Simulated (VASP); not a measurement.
# Mg3Si2N (P6/mmm) in VASP: further runs

The runs below take Mg3Si2N through single point, relaxation of cell and atoms, with PBE.

Everything below comes from runs of VASP 6.6.1. Logs are shortened: lines on timing, memory, paths and dates and some standing lists are left out, and cuts for length are marked.

### 1 The cell of the first run

The structure is hexagonal, space group P6/mmm (No. 191). The conventional cell has a = 5.483 Å, b = 5.483 Å, c = 4.379 Å, α = 90.00°, β = 90.00°, γ = 120.00°. Mg (site symmetry mmm) has 4 Si at 2.70 Å and 4 Mg at 2.74 Å and 4 N at 3.51 Å within 3.6 Å. Si (site symmetry -6m2) has 6 Mg at 2.70 Å and 3 N at 3.17 Å and 3 Si at 3.17 Å within 3.6 Å. Within 4.2 Å of N (site symmetry 6/mmm) lie 6 Si at 3.17 Å and 12 Mg at 3.51 Å.

### 2 Single point, PBE

File INCAR:

```
  PREC = Accurate
  ENCUT = 520
  EDIFF = 1E-6
  ISMEAR = 0
  SIGMA = 0.1
  LREAL = False
  LASPH = True
  NELM = 80
  ALGO = Normal
  ISIF = 2
  LWAVE = False
  LCHARG = True
  GGA = PE
  LELF = True
  LVHAR = True
  NBANDS = 18
```

File KPOINTS:

```
regular mesh
0
Gamma
  6 6 4
```

File POSCAR:

```
Mg3Si2N
1.0
    5.4834386741     -0.0000000031      0.0000000000
   -2.7417193343      4.7487971934      0.0000000000
    0.0000000000      0.0000000000      4.3793928932
Mg Si N
3 2 1
Direct
    0.5000000000      0.0000000000      0.5000000000
    0.0000000000      0.5000000000      0.5000000000
    0.5000000000      0.5000000000      0.5000000000
    0.3333333333      0.6666666667      0.0000000000
    0.6666666667      0.3333333333      0.0000000000
    0.0000000000      0.0000000000      0.0000000000
```

Potentials or basis: VASP PAW PBE potentials, release 64 (Mg, Si, N).

Command:

```console
cat potpaw_PBE.64/Mg/POTCAR potpaw_PBE.64/Si/POTCAR potpaw_PBE.64/N/POTCAR > POTCAR
mpirun -np 1 vasp_std > vasp.out
```

OUTCAR:

```text
PREC = Accurate
   ENCUT = 520
   EDIFF = 1E-6
   ISMEAR = 0
   LREAL = False
   LASPH = True
   NELM = 80
   ISIF = 2
   GGA = PE

 ion  position               nearest neighbor table
   1  0.500  0.000  0.500-   4 2.70   5 2.70   4 2.70   5 2.70   3 2.74   3 2.74   2 2.74   2 2.74

   2  0.000  0.500  0.500-   4 2.70   5 2.70   4 2.70   5 2.70   3 2.74   3 2.74   1 2.74   1 2.74

   3  0.500  0.500  0.500-   4 2.70   5 2.70   4 2.70   5 2.70   1 2.74   1 2.74   2 2.74   2 2.74

   4  0.333  0.667  0.000-   1 2.70   1 2.70   2 2.70   2 2.70   3 2.70   3 2.70
   5  0.667  0.333  0.000-   1 2.70   1 2.70   2 2.70   2 2.70   3 2.70   3 2.70
   6  0.000  0.000  0.000-

  LATTYP: Found a hexagonal cell.
 ALAT       =     5.4834386741
 C/A-ratio  =     0.7986581329

  Lattice vectors:

 A1 = (   5.4834386741,  -0.0000000031,   0.0000000000)
 A2 = (  -2.7417193343,   4.7487971934,   0.0000000000)
 A3 = (   0.0000000000,   0.0000000000,   4.3793928932)

Analysis of symmetry for initial positions (statically):
=====================================================================
 Subroutine PRICEL returns:
 Original cell was already a primitive cell.

 Routine SETGRP: Setting up the symmetry group for a
 hexagonal supercell.

 Subroutine GETGRP returns: Found 24 space group operations
 (whereof 24 operations were pure point group operations)
 out of a pool of 24 trial point group operations.

The static configuration has the point symmetry D_6h.

Analysis of symmetry for dynamics (positions and initial velocities):
=====================================================================
 Subroutine PRICEL returns:
 Original cell was already a primitive cell.

 Routine SETGRP: Setting up the symmetry group for a
 hexagonal supercell.

 Subroutine GETGRP returns: Found 24 space group operations
 (whereof 24 operations were pure point group operations)
 out of a pool of 24 trial point group operations.

The dynamic configuration has the point symmetry D_6h.

 Subroutine INISYM returns: Found 24 space group operations
 (whereof 24 operations are pure point group operations),
 and found     1 'primitive' translations

----------------------------------------------------------------------------------------

                                     Primitive cell

  volume of cell :     114.0382

  direct lattice vectors                    reciprocal lattice vectors
     5.483438674 -0.000000003  0.000000000     0.182367317  0.105289820  0.000000000
    -2.741719334  4.748797193  0.000000000     0.000000000  0.210579639  0.000000000
     0.000000000  0.000000000  4.379392893     0.000000000  0.000000000  0.228342153

  length of vectors
     5.483438674  5.483438674  4.379392893     0.210579639  0.210579639  0.228342153

  position of ions in fractional coordinates (direct lattice)
     0.500000000  0.000000000  0.500000000
     0.000000000  0.500000000  0.500000000
     0.500000000  0.500000000  0.500000000
     0.333333333  0.666666667  0.000000000
     0.666666667  0.333333333  0.000000000
     0.000000000  0.000000000  0.000000000

  ion indices of the primitive-cell ions
   primitive index   ion index
                 1           1
                 2           2
                 3           3
                 4           4
                 5           5
                 6           6

----------------------------------------------------------------------------------------

 KPOINTS: regular mesh

Automatic generation of k-mesh.
 Grid dimensions read from file:
 generate k-points for:    6    6    4

 Generating k-lattice:

  Cartesian coordinates                     Fractional coordinates (reciprocal lattice)
     0.030394553  0.017548303  0.000000000     0.166666667 -0.000000000  0.000000000
     0.000000000  0.035096607  0.000000000     0.000000000  0.166666667  0.000000000
     0.000000000  0.000000000  0.057085538     0.000000000  0.000000000  0.250000000

  Length of vectors
     0.035096607  0.035096607  0.057085538

  Shift w.r.t. Gamma in fractional coordinates (k-lattice)
     0.000000000  0.000000000  0.000000000

 Subroutine IBZKPT returns following result:
 ===========================================

 Found     21 irreducible k-points:

 Following reciprocal coordinates:
            Coordinates               Weight
  0.000000  0.000000  0.000000      1.000000
  0.166667 -0.000000  0.000000      6.000000
  0.333333 -0.000000  0.000000      6.000000
  0.500000 -0.000000  0.000000      3.000000
  0.166667  0.166667  0.000000      6.000000
  0.333333  0.166667  0.000000     12.000000
[... 13 lines left out ...]
  0.333333  0.166667  0.500000     12.000000
  0.333333  0.333333  0.500000      2.000000
   k-points           NKPTS =     21   k-points in BZ     NKDIM =     21   number of bands    NBANDS=     18
   number of dos      NEDOS =    301   number of ions     NIONS =      6
   total plane-waves  NPLWV =  63504
   dimension x,y,z NGX =    42 NGY =   42 NGZ =   36
   dimension x,y,z NGXF=    84 NGYF=   84 NGZF=   72
   ions per type =               3   2   1
   NGX,Y,Z   is equivalent  to a cutoff of  12.73, 12.73, 13.67 a.u.
   NGXF,Y,Z  is equivalent  to a cutoff of  25.47, 25.47, 27.33 a.u.
 SYSTEM =  unknown system
   PREC   = accura    normal or accurate (medium, high low for compatibility)
   ISTART =      0    job   : 0-new  1-cont  2-samecut
   ICHARG =      2    charge: 1-file 2-atom 10-const
   ISPIN  =      1    spin polarized calculation?
   LNONCOLLINEAR =      F non collinear calculations
   LSORBIT =      F    spin-orbit coupling
   LASPH  =      T    aspherical Exc in radial PAW
   ENCUT  =  520.0 eV  38.22 Ry    6.18 a.u.  10.20 10.20  8.14*2*pi/ulx,y,z
   NELM   =     80;   NELMIN=  2; NELMDL= -5     # of ELM steps
   EDIFF  = 0.1E-05   stopping-criterion for ELM
   LREAL  =      F    real-space projection
   EDIFFG = 0.1E-04   stopping-criterion for IOM
   NSW    =      0    number of steps for IOM
   IBRION =     -1    ionic relax: 0-MD 1-quasi-New 2-CG
   NFREE  =      0    steps in history (QN), initial steepest desc. (CG)
   ISIF   =      2    stress and relaxation
   ISYM   =      2    0-nonsym 1-usesym 2-fastsym
   POTIM  = 0.5000    time-step for ionic-motion
   TEBEG  =    0.0;   TEEND  =   0.0 temperature during run
   PSTRESS=    0.0 pullay stress
   NELECT =      19.0000    total number of electrons
   NUPDOWN=      -1.0000    fix difference up-down
   EMIN   =  10.00;   EMAX   =-10.00  energy-range for DOS
   EFERMI =   0.00;   METHOD = LEGACY
   ISMEAR =     0;   SIGMA  =   0.10  broadening in eV -4-tet -1-fermi 0-gaus
   EFERMI_NEDOS =   21; number of points for ismear=-14 and -15
   IALGO  =     38    algorithm
   IMIX   =      4    mixing-type and parameters
     AMIX     =   0.40;   BMIX     =  1.00
     AMIX_MAG =   1.60;   BMIX_MAG =  1.00
  volume/ion in A,a.u.               =      19.01       128.26
  Fermi-wavevector in a.u.,A,eV,Ry     =   0.900829  1.702321 11.041039  0.811494
  Thomas-Fermi vector in A             =   2.023835
   LORBIT       =      0    0 simple, 1 ext, 2 COOP (PROOUT), +10 PAW based schemes
   GGA     = PE    functional components
   LHFCALC =     F    Hartree Fock is set to
   AEXX    =    0.0000 exact exchange contribution
   IVDW    =     0    specifies the selected vdW correction
   LEPSILON=     F    determine dielectric tensor
   LRPA    =     F    only Hartree local field effects (RPA)
 non-spin polarized calculation
 Gauss-broadening in eV      SIGMA  =   0.10
  energy-cutoff  :      520.00
  volume of cell :      114.04
 maximum number of plane-waves:      3096
 NGX is ok and might be reduce to    42
   NGX = 21   NGY = 21   NGZ = 17

 number of electron      18.9999999 magnetization

 Free energy of the ion-electron system (eV)
  ---------------------------------------------------
  ext. energy  EPLUGINS =         0.00000000
  ---------------------------------------------------
  free energy    TOTEN  =       -17.14318117 eV

  energy without entropy =      -17.12859108  energy(sigma->0) =      -17.13588612

 E-fermi :   3.6572     XC(G=0):  -9.1468

 val. band max:        3.6548803973   @ k =   0.1667  -0.0000   0.0000
 cond. band min:       3.7185328072   @ k =   0.3333  -0.0000   0.5000
 fundamental gap:      0.0636524099
 Fermi energy:         3.6572456709

 k-point     1 :       0.0000    0.0000    0.0000
  band No.  band energies     occupation
      1      -8.3618      2.00000
      2      -5.5581      2.00000
      3      -2.5874      2.00000
      4       0.7473      2.00000
      5       0.7473      2.00000
      6       0.8720      2.00000
[... 10 lines left out ...]
     17       8.3856      0.00000
     18       9.5594      0.00000

 k-point     2 :       0.1667   -0.0000    0.0000
  band No.  band energies     occupation
      1      -8.3147      2.00000
      2      -5.5354      2.00000
      3      -3.0099      2.00000
      4       0.2793      2.00000
      5       0.7452      2.00000
      6       0.9976      2.00000
[... 10 lines left out ...]
     17       8.5107      0.00000
     18       8.6324      0.00000

 k-point     3 :       0.3333   -0.0000    0.0000
  band No.  band energies     occupation
      1      -8.2159      2.00000
      2      -5.4357      2.00000
      3      -3.7755      2.00000
      4      -0.1582      2.00000
      5       1.2584      2.00000
      6       1.3529      2.00000
[... 10 lines left out ...]
     17       7.8035      0.00000
     18       8.9345      0.00000

 k-point     4 :       0.5000   -0.0000    0.0000
  band No.  band energies     occupation
      1      -8.1642      2.00000
      2      -5.3270      2.00000
      3      -4.1746      2.00000
      4      -0.3102      2.00000
      5       1.7187      2.00000
      6       1.8311      2.00000
[... 312 lines left out ...]
      4      -2.4225      2.00000
      5      -0.2790      2.00000
      6       0.9043      2.00000
[... 10 lines left out ...]
     17       9.1180      0.00000
     18      11.1682      0.00000

 k-point    20 :       0.3333    0.1667    0.5000
  band No.  band energies     occupation
      1      -8.0965      2.00000
      2      -4.3466      2.00000
      3      -3.3875      2.00000
      4      -1.9332      2.00000
      5      -0.9532      2.00000
      6       0.7983      2.00000
[... 10 lines left out ...]
     17       9.8669      0.00000
     18      10.1376      0.00000

 k-point    21 :       0.3333    0.3333    0.5000
  band No.  band energies     occupation
      1      -8.0812      2.00000
      2      -3.9551      2.00000
      3      -3.9551      2.00000
      4      -1.4436      2.00000
      5      -1.4436      2.00000
      6       1.1704      2.00000
[... 10 lines left out ...]
     17       9.6551      0.00000
     18      10.2715      0.00000

------------------------ aborting loop because EDIFF is reached ----------------------------------------

  FORCE on cell =-STRESS in cart. coord.  units (eV):
  Direction    XX          YY          ZZ          XY          YZ          ZX
  --------------------------------------------------------------------------------------
  -------------------------------------------------------------------------------------
  Total       -0.0194022     -0.0194022     -0.0760298     -0.0000000      0.0000000      0.0000000
  in kB       -0.2725905     -0.2725905     -1.0681791     -0.0000000      0.0000000      0.0000000
  external PRESSURE =      -0.5377867 kB  Pullay stress =       0.0000000 kB

 VOLUME and BASIS-vectors are now :
 -----------------------------------------------------------------------------
  energy-cutoff  :      520.00
  volume of cell :      114.04
      direct lattice vectors                 reciprocal lattice vectors
     5.483438674 -0.000000003  0.000000000     0.182367317  0.105289820  0.000000000
    -2.741719334  4.748797193  0.000000000     0.000000000  0.210579639  0.000000000
     0.000000000  0.000000000  4.379392893     0.000000000  0.000000000  0.228342153

 POSITION                                       TOTAL-FORCE (eV/Angst)
 -----------------------------------------------------------------------------------
      2.74172     -0.00000      2.18970         0.000000      0.000000      0.000000
     -1.37086      2.37440      2.18970         0.000000      0.000000      0.000000
      1.37086      2.37440      2.18970         0.000000      0.000000      0.000000
      0.00000      3.16586      0.00000        -0.000000     -0.000000     -0.000000
      2.74172      1.58293      0.00000         0.000000     -0.000000      0.000000
      0.00000      0.00000      0.00000         0.000000      0.000000      0.000000
 -----------------------------------------------------------------------------------
    total drift:                               -0.000000     -0.000000      0.000000

  FREE ENERGIE OF THE ION-ELECTRON SYSTEM (eV)
  ---------------------------------------------------
  free  energy   TOTEN  =       -17.1431811657 eV

  energy  without entropy=      -17.1285910818  energy(sigma->0) =      -17.13588612
```

Run time: 45 s. Hardware: 1 thread of Intel Xeon Platinum 8259CL at 2.50GHz (Skylake/Cascade Lake), shared host; peak memory 0.25 GiB.

What came out:

```yaml
Free_energy: -17.1432 eV
Pressure: -0.1 GPa
```

Stress tensor (GPa, compression positive):
```
-0.03  0.00  0.00
 0.00 -0.03  0.00
 0.00  0.00 -0.11
```

Levels at points of the mesh, in eV from the Fermi level:
```csv
k point,band 6,band 7,band 8,band 9,band 10,band 11,band 12,band 13,band 14,band 15
"(0.00, 0.00, 0.00)",-2.79,-2.18,-2.18,-1.11,-0.07,0.08,2.11,2.11,2.77,4.07
"(0.50, 0.00, 0.00)",-1.83,-1.37,-0.74,-0.22,0.14,0.21,0.66,1.60,1.87,3.38
"(0.00, 0.00, 0.50)",-2.16,-2.16,-1.67,-1.67,-0.72,1.18,1.18,1.67,1.67,3.12
"(0.50, 0.00, 0.50)",-3.23,-1.78,-0.61,-0.33,-0.11,0.40,1.90,2.22,2.76,4.05
```

(Continued in part 2 of 2.)
